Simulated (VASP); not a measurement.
# SrO (Fm-3m) in VASP: further runs

The runs below take SrO through density of states, with PBE.

Everything below comes from runs of VASP 6.6.1. Logs are shortened: lines on timing, memory, paths and dates and some standing lists are left out, and cuts for length are marked.

**1. The cell of the first run**

It takes space group Fm-3m (No. 225, cubic). The conventional cell has a = 5.195 Å, b = 5.195 Å, c = 5.195 Å, α = 90.00°, β = 90.00°, γ = 90.00°. Within 3.4 Å of Sr (site symmetry m-3m) lie 6 O at 2.60 Å. Within 3.4 Å of O (site symmetry m-3m) lie 6 Sr at 2.60 Å.

**2. Density of states, PBE**

Input file POSCAR:

```
SrO
1.0
    0.0000000000      2.5973730505      2.5973730505
    2.5973730505      0.0000000000      2.5973730505
    2.5973730505      2.5973730505      0.0000000000
Sr O
1 1
Direct
    0.5000000000      0.5000000000      0.5000000000
    0.0000000000      0.0000000000      0.0000000000
```

Input file INCAR.step1:

```
ALGO = Normal
EDIFF = 1E-6
ENCUT = 520
GGA = PE
ISIF = 2
ISMEAR = 0
LASPH = T
LCHARG = T
LREAL = F
LWAVE = F
NBANDS = 15
NELM = 80
PREC = Accurate
SIGMA = 0.02
```

Input file KPOINTS.step1:

```
k-points
0
Gamma
  8 8 8
```

Input file INCAR.step2:

```
ALGO = Normal
EDIFF = 1E-6
ENCUT = 520
GGA = PE
ICHARG = 11
ISIF = 2
ISMEAR = -5
LASPH = T
LCHARG = F
LORBIT = 11
LREAL = F
LWAVE = F
NBANDS = 15
NEDOS = 2001
NELM = 80
PREC = Accurate
SIGMA = 0.02
```

Input file KPOINTS.step2:

```
k-points
0
Gamma
  12 12 12
```

Potentials or basis: VASP PAW PBE potentials, release 64 (Sr_sv, O).

On the command line:

```
cat potpaw_PBE.64/Sr_sv/POTCAR potpaw_PBE.64/O/POTCAR > POTCAR
cp INCAR.step1 INCAR
cp KPOINTS.step1 KPOINTS
mpirun -np 1 vasp_std > vasp.out
cp INCAR.step2 INCAR
cp KPOINTS.step2 KPOINTS
mpirun -np 1 vasp_std > vasp.out
```

OUTCAR:

```text
EDIFF = 1E-6
   ENCUT = 520
   GGA = PE
   ICHARG = 11
   ISIF = 2
   ISMEAR = -5
   LASPH = T
   LORBIT = 11
   LREAL = F
   NELM = 80
   PREC = Accurate

 ion  position               nearest neighbor table
   1  0.500  0.500  0.500-   2 2.60   2 2.60   2 2.60   2 2.60   2 2.60   2 2.60
   2  0.000  0.000  0.000-   1 2.60   1 2.60   1 2.60   1 2.60   1 2.60   1 2.60

  LATTYP: Found a face centered cubic cell.
 ALAT       =     5.1947461010

  Lattice vectors:

 A1 = (   0.0000000000,   2.5973730505,   2.5973730505)
 A2 = (   2.5973730505,   0.0000000000,   2.5973730505)
 A3 = (   2.5973730505,   2.5973730505,   0.0000000000)

Analysis of symmetry for initial positions (statically):
=====================================================================
 Subroutine PRICEL returns:
 Original cell was already a primitive cell.

 Routine SETGRP: Setting up the symmetry group for a
 face centered cubic supercell.

 Subroutine GETGRP returns: Found 48 space group operations
 (whereof 48 operations were pure point group operations)
 out of a pool of 48 trial point group operations.

The static configuration has the point symmetry O_h .

Analysis of symmetry for dynamics (positions and initial velocities):
=====================================================================
 Subroutine PRICEL returns:
 Original cell was already a primitive cell.

 Routine SETGRP: Setting up the symmetry group for a
 face centered cubic supercell.

 Subroutine GETGRP returns: Found 48 space group operations
 (whereof 48 operations were pure point group operations)
 out of a pool of 48 trial point group operations.

The dynamic configuration has the point symmetry O_h .

 Subroutine INISYM returns: Found 48 space group operations
 (whereof 48 operations are pure point group operations),
 and found     1 'primitive' translations

----------------------------------------------------------------------------------------

                                     Primitive cell

  volume of cell :      35.0456

  direct lattice vectors                    reciprocal lattice vectors
     0.000000000  2.597373050  2.597373050    -0.192502190  0.192502190  0.192502190
     2.597373050  0.000000000  2.597373050     0.192502190 -0.192502190  0.192502190
     2.597373050  2.597373050  0.000000000     0.192502190  0.192502190 -0.192502190

  length of vectors
     3.673240195  3.673240195  3.673240195     0.333423573  0.333423573  0.333423573

  position of ions in fractional coordinates (direct lattice)
     0.500000000  0.500000000  0.500000000
     0.000000000  0.000000000  0.000000000

  ion indices of the primitive-cell ions
   primitive index   ion index
                 1           1
                 2           2

----------------------------------------------------------------------------------------

 KPOINTS: k-points

Automatic generation of k-mesh.
 Grid dimensions read from file:
 generate k-points for:   12   12   12

 Generating k-lattice:

  Cartesian coordinates                     Fractional coordinates (reciprocal lattice)
    -0.016041849  0.016041849  0.016041849     0.083333333  0.000000000  0.000000000
     0.016041849 -0.016041849  0.016041849     0.000000000  0.083333333  0.000000000
     0.016041849  0.016041849 -0.016041849     0.000000000  0.000000000  0.083333333

  Length of vectors
     0.027785298  0.027785298  0.027785298

  Shift w.r.t. Gamma in fractional coordinates (k-lattice)
     0.000000000  0.000000000  0.000000000

 TETIRR: Found    247 inequivalent tetrahedra from    10368

 Subroutine IBZKPT returns following result:
 ===========================================

 Found     72 irreducible k-points:

 Following reciprocal coordinates:
            Coordinates               Weight
  0.000000  0.000000  0.000000      1.000000
  0.083333  0.000000  0.000000      8.000000
  0.166667  0.000000  0.000000      8.000000
  0.250000  0.000000  0.000000      8.000000
  0.333333  0.000000  0.000000      8.000000
  0.416667  0.000000  0.000000      8.000000
[... 16 lines left out ...]
  0.500000  0.166667  0.000000     24.000000
 -0.416667  0.166667  0.000000     24.000000
 [... further k-points ...]
   k-points           NKPTS =     72   k-points in BZ     NKDIM =     72   number of bands    NBANDS=     15
   number of dos      NEDOS =   2001   number of ions     NIONS =      2
   total plane-waves  NPLWV =  21952
   dimension x,y,z NGX =    28 NGY =   28 NGZ =   28
   dimension x,y,z NGXF=    56 NGYF=   56 NGZF=   56
   ions per type =               1   1
   NGX,Y,Z   is equivalent  to a cutoff of  12.67, 12.67, 12.67 a.u.
   NGXF,Y,Z  is equivalent  to a cutoff of  25.34, 25.34, 25.34 a.u.
 SYSTEM =  unknown system
   PREC   = accura    normal or accurate (medium, high low for compatibility)
   ISTART =      0    job   : 0-new  1-cont  2-samecut
   ICHARG =     11    charge: 1-file 2-atom 10-const
   ISPIN  =      1    spin polarized calculation?
   LNONCOLLINEAR =      F non collinear calculations
   LSORBIT =      F    spin-orbit coupling
   LASPH  =      T    aspherical Exc in radial PAW
   ENCUT  =  520.0 eV  38.22 Ry    6.18 a.u.   6.83  6.83  6.83*2*pi/ulx,y,z
   NELM   =     80;   NELMIN=  2; NELMDL=  0     # of ELM steps
   EDIFF  = 0.1E-05   stopping-criterion for ELM
   LREAL  =      F    real-space projection
   EDIFFG = 0.1E-04   stopping-criterion for IOM
   NSW    =      0    number of steps for IOM
   IBRION =     -1    ionic relax: 0-MD 1-quasi-New 2-CG
   NFREE  =      0    steps in history (QN), initial steepest desc. (CG)
   ISIF   =      2    stress and relaxation
   ISYM   =      2    0-nonsym 1-usesym 2-fastsym
   POTIM  = 0.5000    time-step for ionic-motion
   TEBEG  =    0.0;   TEEND  =   0.0 temperature during run
   PSTRESS=    0.0 pullay stress
   NELECT =      16.0000    total number of electrons
   NUPDOWN=      -1.0000    fix difference up-down
   EMIN   =  10.00;   EMAX   =-10.00  energy-range for DOS
   EFERMI =   0.00;   METHOD = LEGACY
   ISMEAR =    -5;   SIGMA  =   0.02  broadening in eV -4-tet -1-fermi 0-gaus
   EFERMI_NEDOS =   21; number of points for ismear=-14 and -15
   IALGO  =     38    algorithm
   IMIX   =      4    mixing-type and parameters
     AMIX     =   0.40;   BMIX     =  1.00
     AMIX_MAG =   1.60;   BMIX_MAG =  1.00
  volume/ion in A,a.u.               =      17.52       118.25
  Fermi-wavevector in a.u.,A,eV,Ry     =   1.260580  2.382151 21.620509  1.589063
  Thomas-Fermi vector in A             =   2.394083
   LORBIT       =     11    0 simple, 1 ext, 2 COOP (PROOUT), +10 PAW based schemes
   GGA     = PE    functional components
   LHFCALC =     F    Hartree Fock is set to
   AEXX    =    0.0000 exact exchange contribution
   IVDW    =     0    specifies the selected vdW correction
   LEPSILON=     F    determine dielectric tensor
   LRPA    =     F    only Hartree local field effects (RPA)
 non-spin polarized calculation
 Fermi weights with tetrahedron method with Bloechl corrections
  energy-cutoff  :      520.00
  volume of cell :       35.05
 maximum number of plane-waves:       960

 number of electron      16.0000000 magnetization

 Free energy of the ion-electron system (eV)
  ---------------------------------------------------
  ext. energy  EPLUGINS =         0.00000000
  ---------------------------------------------------
  free energy    TOTEN  =       -12.05468974 eV

  energy without entropy =      -12.05468974  energy(sigma->0) =      -12.05468974

 E-fermi :   1.5234     XC(G=0):  -9.8826

 val. band max:        1.5213542897   @ k =   0.0000   0.0000   0.0000
 cond. band min:       4.8017555509   @ k =   0.5000   0.5000   0.0000
 fundamental gap:      3.2804012612
 Fermi energy:         1.5234065385

 k-point     1 :       0.0000    0.0000    0.0000
  band No.  band energies     occupation
      1     -30.9769      2.00000
      2     -13.5303      2.00000
      3     -12.6450      2.00000
      4     -12.6450      2.00000
      5     -12.6450      2.00000
      6       1.5214      2.00000
      7       1.5214      2.00000
      8       1.5214      2.00000
      9       5.2891      0.00000
     10       7.6635      0.00000
     11       7.6635      0.00000
     12       7.6635      0.00000
     13       9.7620      0.00000
     14       9.7620      0.00000
     15      14.0817      0.00000

 k-point     2 :       0.0833    0.0000    0.0000
  band No.  band energies     occupation
      1     -30.9690      2.00000
      2     -13.7258      2.00000
      3     -12.6502      2.00000
      4     -12.6502      2.00000
      5     -12.4695      2.00000
      6       1.3043      2.00000
      7       1.4346      2.00000
      8       1.4346      2.00000
      9       5.6148      0.00000
     10       7.5838      0.00000
     11       7.7962      0.00000
     12       7.7962      0.00000
     13       9.9387      0.00000
     14       9.9387      0.00000
     15      14.5311      0.00000

 k-point     3 :       0.1667    0.0000    0.0000
  band No.  band energies     occupation
      1     -30.9472      2.00000
      2     -14.0921      2.00000
      3     -12.6644      2.00000
      4     -12.6644      2.00000
      5     -12.1575      2.00000
      6       0.8133      2.00000
      7       1.2109      2.00000
      8       1.2109      2.00000
      9       6.4218      0.00000
     10       7.4645      0.00000
     11       8.1787      0.00000
     12       8.1787      0.00000
     13      10.4246      0.00000
     14      10.4246      0.00000
     15      15.6795      0.00000
[... 343 lines left out ...]
 k-point    23 :       0.5000    0.1667    0.0000
  band No.  band energies     occupation
      1     -30.8477      2.00000
      2     -14.7913      2.00000
      3     -12.8865      2.00000
      4     -12.7870      2.00000
      5     -11.7307      2.00000
      6      -0.1411      2.00000
      7       0.6062      2.00000
      8       0.6781      2.00000
      9       7.4108      0.00000
     10       8.7464      0.00000
     11      10.5653      0.00000
     12      10.6582      0.00000
     13      12.7374      0.00000
     14      13.3012      0.00000
     15      15.1080      0.00000

 k-point    24 :      -0.4167    0.1667    0.0000
  band No.  band energies     occupation
      1     -30.8456      2.00000
      2     -14.8219      2.00000
      3     -12.9272      2.00000
      4     -12.7598      2.00000
      5     -11.6779      2.00000
      6      -0.2295      2.00000
      7       0.5482      2.00000
      8       0.6917      2.00000
      9       7.8721      0.00000
     10       8.5449      0.00000
     11      10.3480      0.00000
     12      10.6734      0.00000
     13      12.8937      0.00000
     14      13.7332      0.00000
     15      14.8623      0.00000

 [... further k-points ...]
[... 5 lines left out ...]
  --------------------------------------------------------------------------------------
  -------------------------------------------------------------------------------------
  Total        0.1138108      0.1138108      0.1138108     -0.0000000      0.0000000     -0.0000000
  in kB        5.2030874      5.2030874      5.2030874     -0.0000000      0.0000000     -0.0000000
  external PRESSURE =       5.2030874 kB  Pullay stress =       0.0000000 kB

 VOLUME and BASIS-vectors are now :
 -----------------------------------------------------------------------------
  energy-cutoff  :      520.00
  volume of cell :       35.05
      direct lattice vectors                 reciprocal lattice vectors
     0.000000000  2.597373050  2.597373050    -0.192502190  0.192502190  0.192502190
     2.597373050  0.000000000  2.597373050     0.192502190 -0.192502190  0.192502190
     2.597373050  2.597373050  0.000000000     0.192502190  0.192502190 -0.192502190

 POSITION                                       TOTAL-FORCE (eV/Angst)
 -----------------------------------------------------------------------------------
      2.59737      2.59737      2.59737         0.000000      0.000000      0.000000
      0.00000      0.00000      0.00000         0.000000      0.000000      0.000000
 -----------------------------------------------------------------------------------
    total drift:                                0.000000      0.000000      0.000000

  FREE ENERGIE OF THE ION-ELECTRON SYSTEM (eV)
  ---------------------------------------------------
  free  energy   TOTEN  =       -12.0546897402 eV

  energy  without entropy=      -12.0546897402  energy(sigma->0) =      -12.05468974

 total charge

# of ion       s       p       d       tot
------------------------------------------
    1        2.015   5.808   0.245   8.068
    2        1.551   3.411   0.000   4.963
--------------------------------------------------
tot          3.566   9.219   0.245  13.030
```

It took 46 s on 1 thread of Intel Xeon Platinum 8375C at 2.90GHz (Ice Lake), shared host; peak memory 0.17 GiB.

Results:

- Valence electrons inside the program's atomic spheres: Sr 8.07; O 4.96

**3. Density of states, PBE, non-collinear spin, zero start, spin-orbit coupling**

Input file POSCAR:

```
SrO
1.0
    0.0000000000      2.5973730518      2.5973730518
    2.5973730518      0.0000000000      2.5973730518
    2.5973730518      2.5973730518      0.0000000000
Sr O
1 1
Direct
    0.5000000000      0.5000000000      0.5000000000
    0.0000000000      0.0000000000      0.0000000000
```

Input file INCAR.step1:

```
SYSTEM = SrO
  PREC = Accurate
  ENCUT = 520
  EDIFF = 1E-6
  ISMEAR = 0
  SIGMA = 0.02
  LREAL = .False.
  LASPH = .True.
  NELM = 150
  ALGO = Normal
  ISIF = 2
  LWAVE = .False.
  LCHARG = .True.
  MAGMOM = 0 0 0 0 0 0
  LSORBIT = .True.
  GGA_COMPAT = .False.
  LORBMOM = .True.
  GGA = PE
  NBANDS = 28
```

Input file KPOINTS.step1:

```
regular mesh
0
Gamma
  8 8 8
  0 0 0
```

Input file INCAR.step2:

```
SYSTEM = SrO
  PREC = Accurate
  ENCUT = 520
  EDIFF = 1E-6
  ISMEAR = -5
  SIGMA = 0.02
  LREAL = .False.
  LASPH = .True.
  NELM = 150
  ALGO = Normal
  ISIF = 2
  LWAVE = .False.
  LCHARG = .False.
  MAGMOM = 0 0 0 0 0 0
  LORBIT = 11
  LSORBIT = .True.
  GGA_COMPAT = .False.
  LORBMOM = .True.
  GGA = PE
  NBANDS = 28
  NEDOS = 1001
  ICHARG = 11
```

Input file KPOINTS.step2:

```
regular mesh
0
Gamma
  12 12 12
  0 0 0
```

Potentials or basis: VASP PAW PBE potentials, release 64 (Sr_sv, O).

On the command line:

```
cat potpaw_PBE.64/Sr_sv/POTCAR potpaw_PBE.64/O/POTCAR > POTCAR
cp INCAR.step1 INCAR
cp KPOINTS.step1 KPOINTS
mpirun -np 1 vasp_ncl > vasp.out
cp INCAR.step2 INCAR
cp KPOINTS.step2 KPOINTS
mpirun -np 1 vasp_ncl > vasp.out
```

It took 3 min on 1 thread of AMD EPYC 7R13 (Zen 3), shared host; peak memory 0.26 GiB.

It converged, with:

```yaml
Net_moment: 0.00 μB per cell
Valence_electrons_inside_the_program's_atomic_spheres: Sr 8.09; O 4.96
```

Moments on the atoms (μB; x, y, z):
```
Sr  0.00 0.00 0.00
O   0.00 0.00 0.00
```
